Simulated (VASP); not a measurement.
# BN (e600) (P6_3mc) in VASP: single point with PBEsol

Aim: the single point of BN (e600) with PBEsol.

Program: VASP 6.6.1. These are calculated values, not measurements. Logs are shortened: lines on timing, memory, paths and dates and some standing lists are left out, and cuts for length are marked.

## 1. The cell of the first run

It takes space group P6_3mc (No. 186, hexagonal). Conventional cell: a = 2.541 Å, b = 2.541 Å, c = 4.203 Å, α = 90.00°, β = 90.00°, γ = 120.00°. B (site symmetry 3m) has 4 N at 1.56 to 1.57 Å within 2.1 Å. N (site symmetry 3m) has 4 B at 1.56 to 1.57 Å within 2.1 Å.

## 2. Single point, PBEsol

File INCAR:

```
SYSTEM = BN
ALGO     = Normal         ! electronic algorithm
EDIFF    = 1E-6           ! SCF threshold, eV
ENCUT    = 600            ! plane-wave cutoff, eV
GGA      = PS             ! functional
GGA_COMPAT= .False.      
ISIF     = 2              ! what is computed and relaxed
ISMEAR   = 0              ! smearing method
LASPH    = .True.         ! aspherical terms in the spheres
LCHARG   = .True.         ! write CHGCAR
LELF     = .True.         ! ELF
LREAL    = .False.        ! projectors in reciprocal space
LVHAR    = .True.       
LWAVE    = .False.        ! write WAVECAR
NBANDS   = 16             ! bands
NELM     = 120            ! most SCF steps
PREC     = Accurate       ! precision mode
SIGMA    = 0.02           ! smearing width, eV
```

File KPOINTS:

```
k-points
0
Gamma
  12 12 6
  0 0 0
```

File POSCAR:

```
BN
1.0
    2.5405721584      0.0000000000      0.0000000000
   -1.2702860792      2.2002000293      0.0000000000
    0.0000000000      0.0000000000      4.2026429029
B N
2 2
Direct
    0.6666666667      0.3333333333      0.9997366354
    0.3333333333      0.6666666667      0.4997366354
    0.6666666667      0.3333333333      0.6252633646
    0.3333333333      0.6666666667      0.1252633646
```

Potentials or basis: VASP PAW PBE potentials, release 64 (B, N).

Launch:

```sh
> cat potpaw_PBE.64/B/POTCAR potpaw_PBE.64/N/POTCAR > POTCAR
> mpirun -np 1 vasp_std > vasp.out
```

OUTCAR:

```text
SYSTEM = BN
   EDIFF = 1E-6
   ENCUT = 600
   GGA = PS
   ISIF = 2
   ISMEAR = 0
   LASPH = .True.
   LREAL = .False.
   NELM = 120
   PREC = Accurate

 ion  position               nearest neighbor table
   1  0.667  0.333  1.000-   4 1.56   4 1.56   4 1.56   3 1.57
   2  0.333  0.667  0.500-   3 1.56   3 1.56   3 1.56   4 1.57
   3  0.667  0.333  0.625-   2 1.56   2 1.56   2 1.56   1 1.57
   4  0.333  0.667  0.125-   1 1.56   1 1.56   1 1.56   2 1.57

  LATTYP: Found a hexagonal cell.
 ALAT       =     2.5405721584
 C/A-ratio  =     1.6542111937

  Lattice vectors:

 A1 = (   2.5405721584,   0.0000000000,   0.0000000000)
 A2 = (  -1.2702860792,   2.2002000293,   0.0000000000)
 A3 = (   0.0000000000,   0.0000000000,   4.2026429029)

Analysis of symmetry for initial positions (statically):
=====================================================================
 Subroutine PRICEL returns:
 Original cell was already a primitive cell.

 Routine SETGRP: Setting up the symmetry group for a
 hexagonal supercell.

 Subroutine GETGRP returns: Found 12 space group operations
 (whereof  6 operations were pure point group operations)
 out of a pool of 24 trial point group operations.

The static configuration has the point symmetry C_3v.
 The point group associated with its full space group is C_6v.

Analysis of symmetry for dynamics (positions and initial velocities):
=====================================================================
 Subroutine PRICEL returns:
 Original cell was already a primitive cell.

 Routine SETGRP: Setting up the symmetry group for a
 hexagonal supercell.

 Subroutine GETGRP returns: Found 12 space group operations
 (whereof  6 operations were pure point group operations)
 out of a pool of 24 trial point group operations.

The dynamic configuration has the point symmetry C_3v.
 The point group associated with its full space group is C_6v.

 Subroutine INISYM returns: Found 12 space group operations
 (whereof  6 operations are pure point group operations),
 and found     1 'primitive' translations

----------------------------------------------------------------------------------------

                                     Primitive cell

  volume of cell :      23.4918

  direct lattice vectors                    reciprocal lattice vectors
     2.540572158  0.000000000  0.000000000     0.393612123  0.227252065  0.000000000
    -1.270286079  2.200200029  0.000000000     0.000000000  0.454504130  0.000000000
     0.000000000  0.000000000  4.202642903     0.000000000  0.000000000  0.237945508

  length of vectors
     2.540572158  2.540572158  4.202642903     0.454504130  0.454504130  0.237945508

  position of ions in fractional coordinates (direct lattice)
     0.666666667  0.333333333  0.999736635
     0.333333333  0.666666667  0.499736635
     0.666666667  0.333333333  0.625263365
     0.333333333  0.666666667  0.125263365

  ion indices of the primitive-cell ions
   primitive index   ion index
                 1           1
                 2           2
                 3           3
                 4           4

----------------------------------------------------------------------------------------

 KPOINTS: k-points

Automatic generation of k-mesh.
 Grid dimensions read from file:
 generate k-points for:   12   12    6

 Generating k-lattice:

  Cartesian coordinates                     Fractional coordinates (reciprocal lattice)
     0.032801010  0.018937672  0.000000000     0.083333333  0.000000000  0.000000000
     0.000000000  0.037875344  0.000000000     0.000000000  0.083333333  0.000000000
     0.000000000  0.000000000  0.039657585     0.000000000  0.000000000  0.166666667

  Length of vectors
     0.037875344  0.037875344  0.039657585

  Shift w.r.t. Gamma in fractional coordinates (k-lattice)
     0.000000000  0.000000000  0.000000000

 Subroutine IBZKPT returns following result:
 ===========================================

 Found     76 irreducible k-points:

 Following reciprocal coordinates:
            Coordinates               Weight
  0.000000  0.000000  0.000000      1.000000
  0.083333  0.000000  0.000000      6.000000
  0.166667  0.000000  0.000000      6.000000
  0.250000  0.000000  0.000000      6.000000
  0.333333 -0.000000  0.000000      6.000000
  0.416667  0.000000  0.000000      6.000000
[... 16 lines left out ...]
  0.250000  0.000000  0.166667     12.000000
  0.333333 -0.000000  0.166667     12.000000
 [... further k-points ...]
   k-points           NKPTS =     76   k-points in BZ     NKDIM =     76   number of bands    NBANDS=     16
   number of dos      NEDOS =    301   number of ions     NIONS =      4
   total plane-waves  NPLWV =  14400
   dimension x,y,z NGX =    20 NGY =   20 NGZ =   36
   dimension x,y,z NGXF=    40 NGYF=   40 NGZF=   72
   ions per type =               2   2
   NGX,Y,Z   is equivalent  to a cutoff of  13.09, 13.09, 14.24 a.u.
   NGXF,Y,Z  is equivalent  to a cutoff of  26.17, 26.17, 28.48 a.u.
 SYSTEM =  BN
   PREC   = accura    normal or accurate (medium, high low for compatibility)
   ISTART =      0    job   : 0-new  1-cont  2-samecut
   ICHARG =      2    charge: 1-file 2-atom 10-const
   ISPIN  =      1    spin polarized calculation?
   LNONCOLLINEAR =      F non collinear calculations
   LSORBIT =      F    spin-orbit coupling
   LASPH  =      T    aspherical Exc in radial PAW
   ENCUT  =  600.0 eV  44.10 Ry    6.64 a.u.   5.07  5.07  8.39*2*pi/ulx,y,z
   NELM   =    120;   NELMIN=  2; NELMDL= -5     # of ELM steps
   EDIFF  = 0.1E-05   stopping-criterion for ELM
   LREAL  =      F    real-space projection
   EDIFFG = 0.1E-04   stopping-criterion for IOM
   NSW    =      0    number of steps for IOM
   IBRION =     -1    ionic relax: 0-MD 1-quasi-New 2-CG
   NFREE  =      0    steps in history (QN), initial steepest desc. (CG)
   ISIF   =      2    stress and relaxation
   ISYM   =      2    0-nonsym 1-usesym 2-fastsym
   POTIM  = 0.5000    time-step for ionic-motion
   TEBEG  =    0.0;   TEEND  =   0.0 temperature during run
   PSTRESS=    0.0 pullay stress
   NELECT =      16.0000    total number of electrons
   NUPDOWN=      -1.0000    fix difference up-down
   EMIN   =  10.00;   EMAX   =-10.00  energy-range for DOS
   EFERMI =   0.00;   METHOD = LEGACY
   ISMEAR =     0;   SIGMA  =   0.02  broadening in eV -4-tet -1-fermi 0-gaus
   EFERMI_NEDOS =   21; number of points for ismear=-14 and -15
   IALGO  =     38    algorithm
   IMIX   =      4    mixing-type and parameters
     AMIX     =   0.40;   BMIX     =  1.00
     AMIX_MAG =   1.60;   BMIX_MAG =  1.00
  volume/ion in A,a.u.               =       5.87        39.63
  Fermi-wavevector in a.u.,A,eV,Ry     =   1.440377  2.721917 28.227805  2.074685
  Thomas-Fermi vector in A             =   2.559128
   LORBIT       =      0    0 simple, 1 ext, 2 COOP (PROOUT), +10 PAW based schemes
   GGA     = PS    functional components
   LHFCALC =     F    Hartree Fock is set to
   AEXX    =    0.0000 exact exchange contribution
   IVDW    =     0    specifies the selected vdW correction
   LEPSILON=     F    determine dielectric tensor
   LRPA    =     F    only Hartree local field effects (RPA)
 non-spin polarized calculation
 Gauss-broadening in eV      SIGMA  =   0.02
  energy-cutoff  :      600.00
  volume of cell :       23.49
 maximum number of plane-waves:       801
   NGX = 11   NGY = 11   NGZ = 17

 number of electron      16.0000003 magnetization

 Free energy of the ion-electron system (eV)
  ---------------------------------------------------
  ext. energy  EPLUGINS =         0.00000000
  ---------------------------------------------------
  free energy    TOTEN  =       -36.63333369 eV

  energy without entropy =      -36.63333369  energy(sigma->0) =      -36.63333369

 E-fermi :   7.6991     XC(G=0): -13.0350

 val. band max:        7.5949360023   @ k =   0.0000   0.0000   0.0000
 cond. band min:      12.5406528349   @ k =   0.3333   0.3333   0.0000
 fundamental gap:      4.9457168326
 Fermi energy:         7.6991479486

 k-point     1 :       0.0000    0.0000    0.0000
  band No.  band energies     occupation
      1     -12.9047      2.00000
      2      -8.6744      2.00000
      3      -3.4759      2.00000
      4       5.4462      2.00000
      5       5.4462      2.00000
      6       7.3130      2.00000
[... 8 lines left out ...]
     15      19.4890      0.00000
     16      23.7374      0.00000

 k-point     2 :       0.0833    0.0000    0.0000
  band No.  band energies     occupation
      1     -12.7519      2.00000
      2      -8.5565      2.00000
      3      -3.3246      2.00000
      4       4.7459      2.00000
      5       5.1580      2.00000
      6       7.0157      2.00000
[... 8 lines left out ...]
     15      19.9350      0.00000
     16      23.5012      0.00000

 k-point     3 :       0.1667    0.0000    0.0000
  band No.  band energies     occupation
      1     -12.2984      2.00000
      2      -8.2193      2.00000
      3      -2.8765      2.00000
      4       3.0620      2.00000
      5       4.4828      2.00000
      6       5.5927      2.00000
[... 8 lines left out ...]
     15      21.0937      0.00000
     16      22.8078      0.00000

 k-point     4 :       0.2500    0.0000    0.0000
  band No.  band energies     occupation
      1     -11.5607      2.00000
      2      -7.7250      2.00000
      3      -2.1525      2.00000
      4       1.0674      2.00000
      5       3.7293      2.00000
      6       3.8114      2.00000
[... 8 lines left out ...]
     15      22.5906      0.00000
     16      22.9920      0.00000
[... 324 lines left out ...]
 k-point    22 :       0.1667    0.0000    0.1667
  band No.  band energies     occupation
      1     -12.1337      2.00000
      2      -8.7673      2.00000
      3      -2.0611      2.00000
      4       3.2077      2.00000
      5       4.6159      2.00000
      6       5.1481      2.00000
[... 8 lines left out ...]
     15      20.7737      0.00000
     16      22.8436      0.00000

 k-point    23 :       0.2500    0.0000    0.1667
  band No.  band energies     occupation
      1     -11.4009      2.00000
      2      -8.2126      2.00000
      3      -1.4835      2.00000
      4       1.2857      2.00000
      5       3.3705      2.00000
      6       3.8698      2.00000
[... 8 lines left out ...]
     15      22.2505      0.00000
     16      23.0965      0.00000

 k-point    24 :       0.3333   -0.0000    0.1667
  band No.  band energies     occupation
      1     -10.4291      2.00000
      2      -7.6140      2.00000
      3      -1.3322      2.00000
      4       0.1319      2.00000
      5       1.5689      2.00000
      6       3.2414      2.00000
[... 8 lines left out ...]
     15      23.6494      0.00000
     16      23.9074      0.00000

 [... further k-points ...]
[... 5 lines left out ...]
  --------------------------------------------------------------------------------------
  -------------------------------------------------------------------------------------
  Total        0.0781949      0.0781949      0.0684523      0.0000000      0.0000000      0.0000000
  in kB        5.3330145      5.3330145      4.6685567      0.0000000      0.0000000      0.0000000
  external PRESSURE =       5.1115285 kB  Pullay stress =       0.0000000 kB

 VOLUME and BASIS-vectors are now :
 -----------------------------------------------------------------------------
  energy-cutoff  :      600.00
  volume of cell :       23.49
      direct lattice vectors                 reciprocal lattice vectors
     2.540572158  0.000000000  0.000000000     0.393612123  0.227252065  0.000000000
    -1.270286079  2.200200029  0.000000000     0.000000000  0.454504130  0.000000000
     0.000000000  0.000000000  4.202642903     0.000000000  0.000000000  0.237945508

 POSITION                                       TOTAL-FORCE (eV/Angst)
 -----------------------------------------------------------------------------------
      1.27029      0.73340      4.20154         0.000000     -0.000000     -0.004145
     -0.00000      1.46680      2.10021        -0.000000     -0.000000     -0.004145
      1.27029      0.73340      2.62776         0.000000      0.000000      0.004145
     -0.00000      1.46680      0.52644        -0.000000     -0.000000      0.004145
 -----------------------------------------------------------------------------------
    total drift:                                0.000000      0.000000      0.000430

  FREE ENERGIE OF THE ION-ELECTRON SYSTEM (eV)
  ---------------------------------------------------
  free  energy   TOTEN  =       -36.6333336936 eV

  energy  without entropy=      -36.6333336936  energy(sigma->0) =      -36.63333369
```

It took 21 s on 1 thread of Intel Xeon Platinum 8375C at 2.90GHz (Ice Lake), shared host; peak memory 0.15 GiB.

What came out:

```
Free energy            : -36.6333 eV
Pressure               : 0.5 GPa
Largest force          : 0.004 eV/Å
Band gap on the k mesh : 4.95 eV, indirect (least direct gap 8.23 eV)
```

Forces in eV/Å, atoms in the order of the input:
```
B    0.000  0.000 -0.004
B    0.000  0.000 -0.004
N    0.000  0.000  0.004
N    0.000  0.000  0.004
```

Levels at points of the mesh, in eV from the valence-band top:
| k point | band 5 | band 6 | band 7 | band 8 | band 9 | band 10 | band 11 | band 12 |
| --- | --- | --- | --- | --- | --- | --- | --- | --- |
| (0.00, 0.00, 0.00) | -2.15 | -0.28 | 0.00 | 0.00 | 8.33 | 8.33 | 8.57 | 9.55 |
| (0.50, 0.00, 0.00) | -6.99 | -5.05 | -4.51 | -2.14 | 6.58 | 7.82 | 10.55 | 11.44 |
| (0.00, 0.00, 0.50) | -1.19 | -1.19 | -1.19 | -1.19 | 9.48 | 9.48 | 9.89 | 9.89 |
| (0.50, 0.00, 0.50) | -3.82 | -3.82 | -3.62 | -3.62 | 6.46 | 6.46 | 9.97 | 9.97 |

Caveat: the PAW data sets were made with another functional, which shifts forces and pressure a little.
